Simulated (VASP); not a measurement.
# ZnO (I4/mmm) in VASP: a series of runs

Aim: see how the results for ZnO move with the level of theory and the settings. Levels: PBE, r2SCAN. Tasks: single point.

All numbers are computed with VASP 6.6.1; they aren't measurements. Logs are shortened: lines on timing, memory, paths and dates and some standing lists are left out, and cuts for length are marked.

**1. The cell of the first run**

The structure is tetragonal, space group I4/mmm (No. 139). The conventional cell has a = 3.018 Å, b = 3.018 Å, c = 4.016 Å, α = 90.00°, β = 90.00°, γ = 90.00°. Zn (site symmetry 4/mmm) has 6 O at 2.01 to 2.13 Å within 2.7 Å. O (site symmetry 4/mmm) has 6 Zn at 2.01 to 2.13 Å within 2.7 Å.

**2. Single point, PBE (uniaxial x strain -5.9%)**

Contents of INCAR:

```
  PREC = Accurate
  ENCUT = 520
  EDIFF = 1E-6
  ISMEAR = -1
  SIGMA = 0.02
  LREAL = F
  LASPH = T
  NELM = 60
  ALGO = Normal
  ISIF = 2
  LWAVE = F
  LCHARG = T
  GGA = PE
  LELF = T
  LVHAR = T
  NBANDS = 16
```

Contents of KPOINTS:

```
regular mesh
0
Gamma
  10 10 10
```

Contents of POSCAR:

```
ZnO
1.0
    0.0000000000      2.1337703963      2.1337703963
    2.0078779429      0.0000000000      2.1337703963
    2.0078779429      2.1337703963      0.0000000000
Zn O
1 1
Direct
    0.0000000000      0.0000000000      0.0000000000
    0.5000000000      0.5000000000      0.5000000000
```

Potentials or basis: VASP PAW PBE potentials, release 64 (Zn, O).

The run is started by

```sh
cat potpaw_PBE.64/Zn/POTCAR potpaw_PBE.64/O/POTCAR > POTCAR
mpirun -np 1 vasp_std > vasp.out
```

OUTCAR:

```text
PREC = Accurate
   ENCUT = 520
   EDIFF = 1E-6
   ISMEAR = -1
   LREAL = F
   LASPH = T
   NELM = 60
   ISIF = 2
   GGA = PE

 ion  position               nearest neighbor table
   1  0.000  0.000  0.000-   2 2.01   2 2.01   2 2.13   2 2.13   2 2.13   2 2.13
   2  0.500  0.500  0.500-   1 2.01   1 2.01   1 2.13   1 2.13   1 2.13   1 2.13

  LATTYP: Found a body centered tetragonal cell.
 ALAT       =     3.0176070334
 C/A-ratio  =     1.3307749622

  Lattice vectors:

 A1 = (  -2.0078779429,   0.0000000000,  -2.1337703963)
 A2 = (  -2.0078779429,   0.0000000000,   2.1337703963)
 A3 = (   2.0078779429,   2.1337703963,   0.0000000000)

Analysis of symmetry for initial positions (statically):
=====================================================================
 Subroutine PRICEL returns:
 Original cell was already a primitive cell.

 Routine SETGRP: Setting up the symmetry group for a
 body centered tetragonal supercell.

 Subroutine GETGRP returns: Found 16 space group operations
 (whereof 16 operations were pure point group operations)
 out of a pool of 16 trial point group operations.

The static configuration has the point symmetry D_4h.

Analysis of symmetry for dynamics (positions and initial velocities):
=====================================================================
 Subroutine PRICEL returns:
 Original cell was already a primitive cell.

 Routine SETGRP: Setting up the symmetry group for a
 body centered tetragonal supercell.

 Subroutine GETGRP returns: Found 16 space group operations
 (whereof 16 operations were pure point group operations)
 out of a pool of 16 trial point group operations.

The dynamic configuration has the point symmetry D_4h.

 Subroutine INISYM returns: Found 16 space group operations
 (whereof 16 operations are pure point group operations),
 and found     1 'primitive' translations

----------------------------------------------------------------------------------------

                                     Primitive cell

  volume of cell :      18.2836

  direct lattice vectors                    reciprocal lattice vectors
     0.000000000  2.133770396  2.133770396    -0.249019121  0.234326993  0.234326993
     2.007877943  0.000000000  2.133770396     0.249019121 -0.234326993  0.234326993
     2.007877943  2.133770396  0.000000000     0.249019121  0.234326993 -0.234326993

  length of vectors
     3.017607033  2.929940262  2.929940262     0.414522378  0.414522378  0.414522378

  position of ions in fractional coordinates (direct lattice)
     0.000000000  0.000000000  0.000000000
     0.500000000  0.500000000  0.500000000

  ion indices of the primitive-cell ions
   primitive index   ion index
                 1           1
                 2           2

----------------------------------------------------------------------------------------

 KPOINTS: regular mesh

Automatic generation of k-mesh.
 Grid dimensions read from file:
 generate k-points for:   10   10   10

 Generating k-lattice:

  Cartesian coordinates                     Fractional coordinates (reciprocal lattice)
    -0.024901912  0.023432699  0.023432699     0.100000000  0.000000000  0.000000000
     0.024901912 -0.023432699  0.023432699     0.000000000  0.100000000  0.000000000
     0.024901912  0.023432699 -0.023432699     0.000000000  0.000000000  0.100000000

  Length of vectors
     0.041452238  0.041452238  0.041452238

  Shift w.r.t. Gamma in fractional coordinates (k-lattice)
     0.000000000  0.000000000  0.000000000

 Subroutine IBZKPT returns following result:
 ===========================================

 Found    102 irreducible k-points:

 Following reciprocal coordinates:
            Coordinates               Weight
  0.000000  0.000000  0.000000      1.000000
  0.100000  0.000000  0.000000      8.000000
  0.200000  0.000000  0.000000      8.000000
  0.300000  0.000000  0.000000      8.000000
  0.400000  0.000000  0.000000      8.000000
  0.500000  0.000000  0.000000      4.000000
[... 16 lines left out ...]
  0.300000  0.300000  0.000000      4.000000
  0.400000  0.300000  0.000000     16.000000
 [... further k-points ...]
   k-points           NKPTS =    102   k-points in BZ     NKDIM =    102   number of bands    NBANDS=     16
   number of dos      NEDOS =    301   number of ions     NIONS =      2
   total plane-waves  NPLWV =  13824
   dimension x,y,z NGX =    24 NGY =   24 NGZ =   24
   dimension x,y,z NGXF=    48 NGYF=   48 NGZF=   48
   ions per type =               1   1
   NGX,Y,Z   is equivalent  to a cutoff of  13.22, 13.62, 13.62 a.u.
   NGXF,Y,Z  is equivalent  to a cutoff of  26.44, 27.24, 27.24 a.u.
 SYSTEM =  unknown system
   PREC   = accura    normal or accurate (medium, high low for compatibility)
   ISTART =      0    job   : 0-new  1-cont  2-samecut
   ICHARG =      2    charge: 1-file 2-atom 10-const
   ISPIN  =      1    spin polarized calculation?
   LNONCOLLINEAR =      F non collinear calculations
   LSORBIT =      F    spin-orbit coupling
   LASPH  =      T    aspherical Exc in radial PAW
   ENCUT  =  520.0 eV  38.22 Ry    6.18 a.u.   5.61  5.45  5.45*2*pi/ulx,y,z
   NELM   =     60;   NELMIN=  2; NELMDL= -5     # of ELM steps
   EDIFF  = 0.1E-05   stopping-criterion for ELM
   LREAL  =      F    real-space projection
   EDIFFG = 0.1E-04   stopping-criterion for IOM
   NSW    =      0    number of steps for IOM
   IBRION =     -1    ionic relax: 0-MD 1-quasi-New 2-CG
   NFREE  =      0    steps in history (QN), initial steepest desc. (CG)
   ISIF   =      2    stress and relaxation
   ISYM   =      2    0-nonsym 1-usesym 2-fastsym
   POTIM  = 0.5000    time-step for ionic-motion
   TEBEG  =    0.0;   TEEND  =   0.0 temperature during run
   PSTRESS=    0.0 pullay stress
   NELECT =      18.0000    total number of electrons
   NUPDOWN=      -1.0000    fix difference up-down
   EMIN   =  10.00;   EMAX   =-10.00  energy-range for DOS
   EFERMI =   0.00;   METHOD = LEGACY
   ISMEAR =    -1;   SIGMA  =   0.02  broadening in eV -4-tet -1-fermi 0-gaus
   EFERMI_NEDOS =   21; number of points for ismear=-14 and -15
   IALGO  =     38    algorithm
   IMIX   =      4    mixing-type and parameters
     AMIX     =   0.40;   BMIX     =  1.00
     AMIX_MAG =   1.60;   BMIX_MAG =  1.00
  volume/ion in A,a.u.               =       9.14        61.69
  Fermi-wavevector in a.u.,A,eV,Ry     =   1.628589  3.077587 36.086752  2.652301
  Thomas-Fermi vector in A             =   2.721195
   LORBIT       =      0    0 simple, 1 ext, 2 COOP (PROOUT), +10 PAW based schemes
   GGA     = PE    functional components
   LHFCALC =     F    Hartree Fock is set to
   AEXX    =    0.0000 exact exchange contribution
   IVDW    =     0    specifies the selected vdW correction
   LEPSILON=     F    determine dielectric tensor
   LRPA    =     F    only Hartree local field effects (RPA)
 non-spin polarized calculation
  energy-cutoff  :      520.00
  volume of cell :       18.28
 maximum number of plane-waves:       515
 NGX is ok and might be reduce to    24
   NGX = 11   NGY = 11   NGZ = 11

 number of electron      18.0000001 magnetization

 Free energy of the ion-electron system (eV)
  ---------------------------------------------------
  ext. energy  EPLUGINS =         0.00000000
  ---------------------------------------------------
  free energy    TOTEN  =        -8.46024437 eV

  energy without entropy =       -8.46024437  energy(sigma->0) =       -8.46024437

 E-fermi :   4.1796     XC(G=0): -12.6888

 val. band max:        3.6922433350   @ k =   0.5000   0.0000   0.0000
 cond. band min:       4.7497976202   @ k =   0.0000   0.0000   0.0000
 fundamental gap:      1.0575542852
 Fermi energy:         4.1795706452

 k-point     1 :       0.0000    0.0000    0.0000
  band No.  band energies     occupation
      1     -15.8103      2.00000
      2      -1.5521      2.00000
      3      -1.5521      2.00000
      4      -1.4499      2.00000
      5      -1.3378      2.00000
      6      -1.2228      2.00000
[... 8 lines left out ...]
     15      23.1553      0.00000
     16      23.1553      0.00000

 k-point     2 :       0.1000    0.0000    0.0000
  band No.  band energies     occupation
      1     -15.6848      2.00000
      2      -1.6410      2.00000
      3      -1.5934      2.00000
      4      -1.4986      2.00000
      5      -1.4102      2.00000
      6      -1.3656      2.00000
[... 8 lines left out ...]
     15      23.4261      0.00000
     16      24.5910      0.00000

 k-point     3 :       0.2000    0.0000    0.0000
  band No.  band energies     occupation
      1     -15.3363      2.00000
      2      -2.1689      2.00000
      3      -1.9180      2.00000
      4      -1.9017      2.00000
      5      -1.3227      2.00000
      6      -1.3187      2.00000
[... 8 lines left out ...]
     15      24.3799      0.00000
     16      24.8982      0.00000

 k-point     4 :       0.3000    0.0000    0.0000
  band No.  band energies     occupation
      1     -14.8558      2.00000
      2      -3.2236      2.00000
      3      -2.3320      2.00000
      4      -2.2904      2.00000
      5      -1.2026      2.00000
      6      -1.1641      2.00000
[... 8 lines left out ...]
     15      25.9043      0.00000
     16      26.1319      0.00000

 k-point     5 :       0.4000    0.0000    0.0000
  band No.  band energies     occupation
      1     -14.4125      2.00000
      2      -4.1788      2.00000
      3      -2.6281      2.00000
      4      -2.5557      2.00000
      5      -1.1043      2.00000
      6      -1.0286      2.00000
[... 8 lines left out ...]
     15      27.7165      0.00000
     16      27.9625      0.00000

 k-point     6 :       0.5000    0.0000    0.0000
  band No.  band energies     occupation
      1     -14.2262      2.00000
      2      -4.5540      2.00000
      3      -2.7324      2.00000
      4      -2.6504      2.00000
      5      -1.0661      2.00000
      6      -0.9757      2.00000
[... 8 lines left out ...]
     15      28.8014      0.00000
     16      29.3798      0.00000

 k-point     7 :       0.1000    0.1000    0.0000
  band No.  band energies     occupation
      1     -15.6562      2.00000
      2      -1.7122      2.00000
      3      -1.5974      2.00000
      4      -1.5492      2.00000
      5      -1.4545      2.00000
      6      -1.2350      2.00000
[... 8 lines left out ...]
     15      25.2239      0.00000
     16      25.5138      0.00000

 k-point     8 :       0.2000    0.1000    0.0000
  band No.  band energies     occupation
      1     -15.3971      2.00000
      2      -2.1904      2.00000
      3      -1.7689      2.00000
      4      -1.6273      2.00000
      5      -1.4336      2.00000
      6      -1.2395      2.00000
[... 8 lines left out ...]
     15      25.3261      0.00000
     16      26.9879      0.00000

 k-point     9 :       0.3000    0.1000    0.0000
  band No.  band energies     occupation
      1     -14.9724      2.00000
      2      -2.8917      2.00000
      3      -2.1873      2.00000
      4      -2.0069      2.00000
      5      -1.3043      2.00000
      6      -1.1513      2.00000
[... 8 lines left out ...]
     15      25.4346      0.00000
     16      27.6497      0.00000
[... 172 lines left out ...]
 k-point    19 :       0.5000    0.2000    0.0000
  band No.  band energies     occupation
      1     -14.2232      2.00000
      2      -3.7541      2.00000
      3      -2.6205      2.00000
      4      -2.3545      2.00000
      5      -1.1289      2.00000
      6      -0.9947      2.00000
[... 8 lines left out ...]
     15      28.5002      0.00000
     16      30.3071      0.00000

 k-point    20 :      -0.4000    0.2000   -0.0000
  band No.  band energies     occupation
      1     -14.1394      2.00000
      2      -3.9670      2.00000
      3      -2.6272      2.00000
      4      -2.5473      2.00000
      5      -1.0783      2.00000
      6      -0.9903      2.00000
[... 8 lines left out ...]
     15      27.1007      0.00000
     16      28.7801      0.00000

 k-point    21 :      -0.3000    0.2000   -0.0000
  band No.  band energies     occupation
      1     -14.3333      2.00000
      2      -3.8043      2.00000
      3      -2.5965      2.00000
      4      -2.4081      2.00000
      5      -1.1656      2.00000
      6      -0.9741      2.00000
[... 8 lines left out ...]
     15      26.8902      0.00000
     16      27.5455      0.00000

 k-point    22 :      -0.2000    0.2000   -0.0000
  band No.  band energies     occupation
      1     -14.7019      2.00000
      2      -3.3299      2.00000
      3      -2.4673      2.00000
      4      -2.1582      2.00000
      5      -1.2689      2.00000
      6      -1.0359      2.00000
[... 8 lines left out ...]
     15      26.2474      0.00000
     16      27.5087      0.00000

 k-point    23 :       0.3000    0.3000    0.0000
  band No.  band energies     occupation
      1     -14.7396      2.00000
      2      -3.0717      2.00000
      3      -1.8623      2.00000
      4      -1.3487      2.00000
      5      -1.3087      2.00000
      6      -1.1187      2.00000
[... 8 lines left out ...]
     15      31.2384      0.00000
     16      33.2159      0.00000

 k-point    24 :       0.4000    0.3000    0.0000
  band No.  band energies     occupation
      1     -14.4676      2.00000
      2      -3.1445      2.00000
      3      -2.0280      2.00000
      4      -1.5226      2.00000
      5      -1.2320      2.00000
      6      -1.0049      2.00000
[... 8 lines left out ...]
     15      31.5073      0.00000
     16      32.7200      0.00000

 [... further k-points ...]
[... 5 lines left out ...]
  --------------------------------------------------------------------------------------
  -------------------------------------------------------------------------------------
  Total        3.8049432      2.3488267      2.3488267      0.0000000      0.0000000     -0.0000000
  in kB      333.4234053    205.8253601    205.8253601      0.0000000      0.0000000     -0.0000000
  external PRESSURE =     248.3580419 kB  Pullay stress =       0.0000000 kB

 VOLUME and BASIS-vectors are now :
 -----------------------------------------------------------------------------
  energy-cutoff  :      520.00
  volume of cell :       18.28
      direct lattice vectors                 reciprocal lattice vectors
     0.000000000  2.133770396  2.133770396    -0.249019121  0.234326993  0.234326993
     2.007877943  0.000000000  2.133770396     0.249019121 -0.234326993  0.234326993
     2.007877943  2.133770396  0.000000000     0.249019121  0.234326993 -0.234326993

 POSITION                                       TOTAL-FORCE (eV/Angst)
 -----------------------------------------------------------------------------------
      0.00000      0.00000      0.00000         0.000000      0.000000      0.000000
      2.00788      2.13377      2.13377         0.000000      0.000000      0.000000
 -----------------------------------------------------------------------------------
    total drift:                                0.000000     -0.000000     -0.000000

  FREE ENERGIE OF THE ION-ELECTRON SYSTEM (eV)
  ---------------------------------------------------
  free  energy   TOTEN  =        -8.4602443733 eV

  energy  without entropy=       -8.4602443733  energy(sigma->0) =       -8.46024437
```

It took 57 s on 1 thread of AMD EPYC 7R13, shared host; peak memory 0.13 GiB.

Results:

* Free energy: -8.4602 eV
* Pressure: 24.8 GPa
* Band gap on the k mesh: 1.06 eV, indirect (least direct gap 2.80 eV)

Caveat: the cell differs from its parent crystal (uniaxial x strain -5.9%). A k mesh can miss the band edges.

**3. Single point, r2SCAN (uniaxial x strain -5.9%)**

POSCAR is that of step 2.

Contents of INCAR.step1:

```
PREC = Accurate
ENCUT = 520
ISMEAR = 0
SIGMA = 0.01
LREAL = F
LASPH = T
NELM = 80
NBANDS = 16
GGA = PE
ALGO = Normal
EDIFF = 1E-4
LWAVE = T
LCHARG = F
```

Contents of INCAR.step2:

```
PREC = Accurate
ENCUT = 520
EDIFF = 1E-6
ISMEAR = 0
SIGMA = 0.01
LREAL = F
LASPH = T
NELM = 80
ALGO = Normal
ISIF = 2
LWAVE = F
LCHARG = T
METAGGA = R2SCAN
LMIXTAU = T
LELF = T
LVHAR = T
NBANDS = 16
ISTART = 1
```

Contents of KPOINTS:

```
Automatic mesh
0
Gamma
  10 10 10
```

Potentials or basis: VASP PAW PBE potentials, release 64 (Zn, O).

The run is started by

```sh
cat potpaw_PBE.64/Zn/POTCAR potpaw_PBE.64/O/POTCAR > POTCAR
cp INCAR.step1 INCAR
mpirun -np 1 vasp_std > vasp.out
cp INCAR.step2 INCAR
mpirun -np 1 vasp_std > vasp.out
```

Run time: 4.7 min. Hardware: 1 thread of AMD EPYC 7R13, shared host; peak memory 0.13 GiB.

It converged, with:

```
Free energy            : -17.8666 eV
Pressure               : 16.6 GPa
Band gap on the k mesh : 1.69 eV, indirect (least direct gap 3.50 eV)
```

Stress tensor (GPa, compression positive):
```
24.37  0.00  0.00
 0.00 12.64  0.00
 0.00  0.00 12.64
```

Levels at points of the mesh, in eV from the valence-band top:
```
           k point  band 5  band 6  band 7  band 8  band 9  band 10  band 11  band 12  band 13  band 14
(0.00, 0.00, 0.00)   -5.10   -4.98   -2.15   -1.81   -1.81     1.69    18.94    18.94    19.21    19.38
(0.50, 0.00, 0.00)   -4.82   -4.73   -3.89   -0.40    0.00     6.05    10.46    13.24    14.73    20.81
(0.50, 0.50, 0.00)   -4.71   -4.59   -4.29   -3.70   -3.10     5.19    11.60    12.18    16.71    18.11
(0.00, 0.50, 0.50)   -4.62   -4.62   -4.16   -3.65   -3.65     5.10    11.33    12.52    16.60    16.60
```

Caveat: the cell differs from its parent crystal (uniaxial x strain -5.9%); the PAW data sets were made with another functional, which shifts forces and pressure a little. A k mesh can miss the band edges.
